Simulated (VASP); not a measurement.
# MnS (F-43m) in VASP: a series of runs, part 2 of 3

VASP 6.6.1. Earlier steps stand in the parts before.

## (3) Relaxation of cell and atoms, r2SCAN+U, collinear spin, ferromagnetic start

Contents of POSCAR:

```
MnS
1.0
    0.0000000000      2.4734634191      2.4734634191
    2.4734634191      0.0000000000      2.4734634191
    2.4734634191      2.4734634191      0.0000000000
Mn S
1 1
Direct
    0.0000000000      0.0000000000      0.0000000000
    0.7500000000      0.7500000000      0.7500000000
```

Contents of INCAR.step1:

```
ALGO = Normal
EDIFF = 1E-4
ENCUT = 600
GGA = PE
ISMEAR = -1
ISPIN = 2
LASPH = T
LCHARG = F
LDAU = T
LDAUJ = 0 0
LDAUL = 2 -1
LDAUTYPE = 2
LDAUU = 1 0
LMAXMIX = 4
LREAL = F
LWAVE = T
MAGMOM = 4 0
NELM = 150
PREC = Accurate
SIGMA = 0.05
```

Contents of INCAR.step2:

```
ALGO = Normal
EDIFF = 1E-6
EDIFFG = -0.01
ENCUT = 600
IBRION = 2
ISIF = 3
ISMEAR = -1
ISPIN = 2
ISTART = 1
LASPH = T
LCHARG = F
LDAU = T
LDAUJ = 0 0
LDAUL = 2 -1
LDAUPRINT = 1
LDAUTYPE = 2
LDAUU = 1 0
LMAXMIX = 4
LMIXTAU = T
LORBIT = 11
LREAL = F
LWAVE = F
MAGMOM = 4 0
METAGGA = R2SCAN
NELM = 150
NSW = 60
PREC = Accurate
SIGMA = 0.05
```

Contents of KPOINTS:

```
k-points
0
Gamma
  9 9 9
```

Potentials or basis: VASP PAW PBE potentials, release 64 (Mn_pv, S).

Command:

```bash
cat potpaw_PBE.64/Mn_pv/POTCAR potpaw_PBE.64/S/POTCAR > POTCAR
cp INCAR.step1 INCAR
mpirun -np 1 vasp_std > vasp.out
cp INCAR.step2 INCAR
mpirun -np 1 vasp_std > vasp.out
```

OUTCAR:

```text
EDIFF = 1E-6
   EDIFFG = -0.01
   ENCUT = 600
   IBRION = 2
   ISIF = 3
   ISMEAR = -1
   ISPIN = 2
   ISTART = 1
   LASPH = T
   LORBIT = 11
   LREAL = F
   METAGGA = R2SCAN
   NELM = 150
   NSW = 60
   PREC = Accurate

 ion  position               nearest neighbor table
   1  0.000  0.000  0.000-   2 2.14   2 2.14   2 2.14   2 2.14
   2  0.750  0.750  0.750-   1 2.14   1 2.14   1 2.14   1 2.14

  LATTYP: Found a face centered cubic cell.
 ALAT       =     4.9469268382

  Lattice vectors:

 A1 = (   0.0000000000,   2.4734634191,   2.4734634191)
 A2 = (   2.4734634191,   0.0000000000,   2.4734634191)
 A3 = (   2.4734634191,   2.4734634191,   0.0000000000)

Analysis of symmetry for initial positions (statically):
=====================================================================
 Subroutine PRICEL returns:
 Original cell was already a primitive cell.

 Routine SETGRP: Setting up the symmetry group for a
 face centered cubic supercell.

 Subroutine GETGRP returns: Found 24 space group operations
 (whereof 24 operations were pure point group operations)
 out of a pool of 48 trial point group operations.

The static configuration has the point symmetry T_d .

Analysis of symmetry for dynamics (positions and initial velocities):
=====================================================================
 Subroutine PRICEL returns:
 Original cell was already a primitive cell.

 Routine SETGRP: Setting up the symmetry group for a
 face centered cubic supercell.

 Subroutine GETGRP returns: Found 24 space group operations
 (whereof 24 operations were pure point group operations)
 out of a pool of 48 trial point group operations.

The dynamic configuration has the point symmetry T_d .

Analysis of structural, dynamic, and magnetic symmetry:
=====================================================================
 Subroutine PRICEL returns:
 Original cell was already a primitive cell.

 Routine SETGRP: Setting up the symmetry group for a
 face centered cubic supercell.

 Subroutine GETGRP returns: Found 24 space group operations
 (whereof 24 operations were pure point group operations)
 out of a pool of 48 trial point group operations.

The overall configuration has the point symmetry T_d .

 Subroutine INISYM returns: Found 24 space group operations
 (whereof 24 operations are pure point group operations),
 and found     1 'primitive' translations

----------------------------------------------------------------------------------------

                                     Primitive cell

  volume of cell :      30.2654

  direct lattice vectors                    reciprocal lattice vectors
     0.000000000  2.473463419  2.473463419    -0.202145702  0.202145702  0.202145702
     2.473463419  0.000000000  2.473463419     0.202145702 -0.202145702  0.202145702
     2.473463419  2.473463419  0.000000000     0.202145702  0.202145702 -0.202145702

  length of vectors
     3.498005513  3.498005513  3.498005513     0.350126627  0.350126627  0.350126627

  position of ions in fractional coordinates (direct lattice)
     0.000000000  0.000000000  0.000000000
[... 126 lines left out ...]
  ext. energy  EPLUGINS =         0.00000000
  ---------------------------------------------------
  free energy    TOTEN  =       -22.86649041 eV

  energy without entropy =      -22.85732965  energy(sigma->0) =      -22.86191003

 E-fermi :   8.1401     XC(G=0): -11.8935

 val. band max:        8.1380454692   @ k =   0.4444   0.2222   0.1111
 cond. band min:       8.1411688311   @ k =   0.4444   0.2222   0.0000
 fundamental gap:      0.0031233619
 Fermi energy:         8.1400964885

 spin component 1

 k-point     1 :       0.0000    0.0000    0.0000
  band No.  band energies     occupation
      1     -44.5879      1.00000
      2     -44.5879      1.00000
      3     -44.5877      1.00000
      4      -8.5535      1.00000
      5       1.3894      1.00000
      6       1.3894      1.00000
      7       1.3894      1.00000
      8       3.9906      1.00000
      9       3.9906      1.00000
     10       9.8645      0.00000
     11       9.8645      0.00000
     12       9.8645      0.00000
[... 954 lines left out ...]
  FREE ENERGIE OF THE ION-ELECTRON SYSTEM (eV)
  ---------------------------------------------------
  free  energy   TOTEN  =       -24.5938749181 eV

  energy  without entropy=      -24.5938748249  energy(sigma->0) =      -24.59387487

[... ionic steps 4 to 14 ...]

--------------------------------------- Ionic step       15  -------------------------------------------

 number of electron      19.0000008 magnetization      -5.0000000

------------------------ aborting loop because EDIFF is reached ----------------------------------------
[... 61 lines left out ...]
  FREE ENERGIE OF THE ION-ELECTRON SYSTEM (eV)
  ---------------------------------------------------
  free  energy   TOTEN  =       -24.5950461005 eV

  energy  without entropy=      -24.5950459105  energy(sigma->0) =      -24.59504601

atom =   1  type =  1  l = 2

 onsite density matrix

spin component  1

  0.0643 -0.0000  0.0000  0.0000 -0.0000
 -0.0000  0.0643 -0.0000 -0.0000 -0.0000
  0.0000 -0.0000  0.0170 -0.0000 -0.0000
  0.0000 -0.0000 -0.0000  0.0643  0.0000
 -0.0000 -0.0000 -0.0000  0.0000  0.0170

spin component  2

  0.9329  0.0000  0.0000  0.0000 -0.0000
  0.0000  0.9329  0.0000  0.0000  0.0000
  0.0000  0.0000  0.9284  0.0000 -0.0000
  0.0000  0.0000  0.0000  0.9329  0.0000
 -0.0000  0.0000 -0.0000  0.0000  0.9284

 occupancies and eigenvectors

  o =  0.0170  v =  0.0000 -0.0000 -0.9989 -0.0000 -0.0461  0.0000  0.0000  0.0000  0.0000  0.0000      0.0000  0.0000  0.0000  0.0000  0.0000  0.0000  0.0000  0.0000  0.0000  0.0000
  o =  0.0170  v =  0.0000 -0.0000  0.0461 -0.0000 -0.9989  0.0000  0.0000  0.0000  0.0000  0.0000      0.0000  0.0000  0.0000  0.0000  0.0000  0.0000  0.0000  0.0000  0.0000  0.0000
  o =  0.0643  v =  0.0000 -0.0876 -0.0000  0.9962 -0.0000  0.0000  0.0000  0.0000  0.0000  0.0000      0.0000  0.0000  0.0000  0.0000  0.0000  0.0000  0.0000  0.0000  0.0000  0.0000
  o =  0.0643  v =  0.0000 -0.9962  0.0000 -0.0876  0.0000  0.0000  0.0000  0.0000  0.0000  0.0000      0.0000  0.0000  0.0000  0.0000  0.0000  0.0000  0.0000  0.0000  0.0000  0.0000
  o =  0.0643  v =  1.0000  0.0000  0.0000  0.0000  0.0000  0.0000  0.0000  0.0000  0.0000  0.0000      0.0000  0.0000  0.0000  0.0000  0.0000  0.0000  0.0000  0.0000  0.0000  0.0000
  o =  0.9284  v =  0.0000  0.0000  0.0000  0.0000  0.0000  0.0000  0.0000 -0.0071 -0.0000  1.0000      0.0000  0.0000  0.0000  0.0000  0.0000  0.0000  0.0000  0.0000  0.0000  0.0000
  o =  0.9284  v =  0.0000  0.0000  0.0000  0.0000  0.0000  0.0000  0.0000  1.0000 -0.0000  0.0071      0.0000  0.0000  0.0000  0.0000  0.0000  0.0000  0.0000  0.0000  0.0000  0.0000
  o =  0.9329  v =  0.0000  0.0000  0.0000  0.0000  0.0000  0.0000  0.9979 -0.0000  0.0649 -0.0000      0.0000  0.0000  0.0000  0.0000  0.0000  0.0000  0.0000  0.0000  0.0000  0.0000
  o =  0.9329  v =  0.0000  0.0000  0.0000  0.0000  0.0000  0.0000  0.0649 -0.0000 -0.9979 -0.0000      0.0000  0.0000  0.0000  0.0000  0.0000  0.0000  0.0000  0.0000  0.0000  0.0000
  o =  0.9329  v =  0.0000  0.0000  0.0000  0.0000  0.0000  1.0000  0.0000  0.0000  0.0000  0.0000      0.0000  0.0000  0.0000  0.0000  0.0000  0.0000  0.0000  0.0000  0.0000  0.0000

--------------------------------------- Ionic step       17  -------------------------------------------

 number of electron      19.0000010 magnetization      -5.0000001

 Free energy of the ion-electron system (eV)
  ---------------------------------------------------
  ext. energy  EPLUGINS =         0.00000000
  ---------------------------------------------------
  free energy    TOTEN  =       -24.59508165 eV

  energy without entropy =      -24.59508149  energy(sigma->0) =      -24.59508157

 E-fermi :   4.3998     XC(G=0):  -9.6915

 val. band max:        3.8516937910   @ k =   0.0000   0.0000   0.0000
 cond. band min:       5.0249898673   @ k =   0.4444   0.4444   0.0000
 fundamental gap:      1.1732960763
 Fermi energy:         4.3997971903

 spin component 1

 k-point     1 :       0.0000    0.0000    0.0000
  band No.  band energies     occupation
      1     -42.8194      1.00000
      2     -42.8193      1.00000
      3     -42.8193      1.00000
      4      -9.9101      1.00000
      5       0.9928      1.00000
      6       0.9928      1.00000
      7       0.9929      1.00000
      8       6.3135      0.00000
      9       6.3136      0.00000
     10       6.4924      0.00000
     11       8.3284      0.00000
     12       8.3284      0.00000
[... 882 lines left out ...]
  FREE ENERGIE OF THE ION-ELECTRON SYSTEM (eV)
  ---------------------------------------------------
  free  energy   TOTEN  =       -24.5950816485 eV

  energy  without entropy=      -24.5950814869  energy(sigma->0) =      -24.59508157

 reached required accuracy - stopping structural energy minimisation

 total charge

# of ion       s       p       d       tot
------------------------------------------
    1        0.264   6.199   4.865  11.328
    2        1.301   2.491   0.000   3.792
--------------------------------------------------
tot          1.566   8.690   4.865  15.120

 magnetization (x)

# of ion       s       p       d       tot
------------------------------------------
    1       -0.048  -0.059  -4.420  -4.527
    2       -0.011  -0.041   0.000  -0.052
--------------------------------------------------
tot         -0.059  -0.100  -4.420  -4.579
```

Run time: 28 min. Hardware: 1 thread of Intel Xeon 8259CL, shared host; peak memory 0.21 GiB.

Results:

- Free energy: -24.5951 eV
- Relaxed volume: 22.74 Å³/atom
- Relaxed cell: a = 4.007 Å, b = 4.007 Å, c = 4.007 Å, α = 60.00°, β = 60.00°, γ = 60.00°
- Space group after relaxing (to 0.05 Å): F-43m (No. 216)
- Energy gained by relaxing: 864.3 meV/atom
- Ionic steps: 17
- Pressure after relaxing: 0.0 GPa
- Band gap on the k mesh: 1.17 eV, indirect (least direct gap 1.38 eV)
- Net moment: -5.00 μB per cell
- Site moments: Mn -4.53; S -0.05 μB
- Valence electrons inside the program's atomic spheres: Mn 11.33; S 3.79

Step by step:
| step | energy change (eV) | largest force (eV/Å) | pressure (GPa) | volume (Å³) |
| --- | --- | --- | --- | --- |
| 1 | 0.0000 | 0.0000 | 42.68 | 30.27 |
| 2 | -1.5918 | 0.0000 | -6.32 | 51.58 |
| 3 | -1.7274 | 0.0000 | -0.69 | 45.96 |
| 4 | -1.7286 | 0.0000 | -0.07 | 45.53 |
| 5 | -1.7283 | 0.0000 | 0.46 | 45.19 |
| 6 | -1.7283 | 0.0000 | 0.45 | 45.19 |
| 7 | -1.7283 | 0.0000 | 0.42 | 45.21 |
| 8 | -1.7283 | 0.0000 | 0.42 | 45.21 |
| 9 | -1.7283 | 0.0000 | 0.42 | 45.21 |
| 10 | -1.7283 | 0.0000 | 0.42 | 45.21 |
| 11 | -1.7284 | 0.0000 | 0.43 | 45.22 |
| 12 | -1.7284 | 0.0000 | 0.44 | 45.22 |
| 13 | -1.7284 | 0.0000 | 0.38 | 45.23 |
| 14 | -1.7284 | 0.0000 | 0.37 | 45.25 |
| 15 | -1.7285 | 0.0000 | 0.31 | 45.28 |
| 16 | -1.7286 | 0.0000 | 0.21 | 45.35 |
| 17 | -1.7286 | 0.0000 | 0.01 | 45.48 |

Final structure:
```cif
data_structure
_symmetry_space_group_name_H-M 'P 1'
_symmetry_Int_Tables_number 1
_cell_length_a 4.0068
_cell_length_b 4.0068
_cell_length_c 4.0068
_cell_angle_alpha 60.000
_cell_angle_beta 60.000
_cell_angle_gamma 60.000
_cell_volume 45.48
loop_
_atom_site_label
_atom_site_type_symbol
_atom_site_fract_x
_atom_site_fract_y
_atom_site_fract_z
_atom_site_occupancy
Mn1 Mn 0.00000 0.00000 0.00000 1
S1 S 0.75000 0.75000 0.75000 1
```

Levels at points of the mesh, in eV from the valence-band top:
Spin up:
```csv
k point,band 4,band 5,band 6,band 7,band 8,band 9,band 10,band 11
"(0.00, 0.00, 0.00)",-13.76,-2.86,-2.86,-2.86,2.46,2.46,2.64,4.48
```
Spin down:
```csv
k point,band 10,band 11,band 12,band 13,band 14,band 15
"(0.00, 0.00, 0.00)",0.00,0.00,0.00,1.38,6.39,6.39
```

Eigenvalues of the final occupation matrices:
```
    site  spin  trace               eigenvalues
site 1 d     1   0.23  0.02 0.02 0.06 0.06 0.06
site 1 d     2   4.66  0.93 0.93 0.93 0.93 0.93
```

Caveat: the electronic state changed during the relaxation; the volume moved by over 15 % at a fixed basis, so the end points are rough; the PAW data sets were made with another functional, which shifts forces and pressure a little; a cell with one magnetic atom can't hold antiferromagnetic order, which such compounds often take. The state reached can hang on the start; a lower one may exist.

[end of part 2 of 3]
